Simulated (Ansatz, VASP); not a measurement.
# Te2Mo in VASP and in Ansatz

The input POSCAR:

```
Te2Mo
1.0
    3.8351445395      0.0000000000      0.0000000000
   -1.9175722698      3.3213325984      0.0000000000
    0.0000000000      0.0000000000     15.1017752310
Te Mo
2 1
Direct
    0.3333333333      0.6666666667      0.8978554500
    0.3333333333      0.6666666667      0.1021445500
    0.0000000000      0.0000000000      0.0000000000
```

Contents of INCAR.step1:

```
SYSTEM = Te2Mo
  ALGO = Normal
  EDIFF = 1E-4
  ENCUT = 520
  GGA = PE
  ISMEAR = 0
  LASPH = .TRUE.
  LCHARG = .FALSE.
  LREAL = .FALSE.
  LWAVE = .TRUE.
  NBANDS = 20
  NELM = 80
  PREC = Accurate
  SIGMA = 0.05
```

Contents of INCAR.step2:

```
SYSTEM = Te2Mo
  ALGO = Normal
  EDIFF = 1E-6
  ENCUT = 520
  ISIF = 2
  ISMEAR = 0
  ISTART = 1
  LASPH = .TRUE.
  LCHARG = .TRUE.
  LELF = .TRUE.
  LMIXTAU = .TRUE.
  LREAL = .FALSE.
  LVHAR = .TRUE.
  LWAVE = .FALSE.
  METAGGA = R2SCAN
  NBANDS = 20
  NELM = 80
  PREC = Accurate
  SIGMA = 0.05
```

Contents of KPOINTS:

```
k-points
0
G
  12 12 2
  0 0 0
```

Input for Ansatz:

```yaml
crystal:
  lattice:
    - [3.8351445395, 0.0, 0.0]
    - [-1.9175722698, 3.3213325984, 0.0]
    - [0.0, 0.0, 15.101775231]
  atoms:
    - { symbol: Te, position: [0.3333333333, 0.6666666667, 0.89785545] }
    - { symbol: Te, position: [0.3333333333, 0.6666666667, 0.10214455] }
    - { symbol: Mo, position: [0.0, 0.0, 0.0] }
basis:
  ecutwfc: 500
kpoints:
  mp_grid: { grid: [12, 12, 2] }
hamiltonian:
  xc: r2scan
scf:
  occupations: { method: gaussian, width: 0.05 }
output:
  forces: true
  stress: true
  eigenvalues: true
```

Alike in both runs: task single point; functional r2SCAN; k mesh 12 × 12 × 2; occupations gaussian, width 0.05 eV; no spin polarisation.

|  | VASP | Ansatz |
| --- | --- | --- |
| version | VASP 6.6.1 | Ansatz 0.2.0 |
| potentials or method | VASP PAW PBE potentials, release 64 (Te, Mo_sv), cutoff 520 eV | scalar-relativistic, plane waves, PAW |
| valence electrons in the cell | 26 | 46 |

VASP gave:

* gap on the k mesh at the Fermi level (eV): none
* rms of the force components (eV/Å): 1.215

Q: Estimate Ansatz's values.

A: gap on the k mesh at the Fermi level (eV): none; rms of the force components (eV/Å): 1.191.

VASP's potentials were made for PBE, not for r2SCAN. Atom by atom the forces differ by 0.024 eV/Å (rms over components). A gap of «none» marks a metal or a gap that the smearing closes. With one functional, cell and mesh, what is left measures potentials, basis and numerics. VASP's potentials hold 26 valence electrons a cell and Ansatz's 46, so a difference there can come from the potentials and not from the codes.

Neither program's run includes spin-orbit coupling.
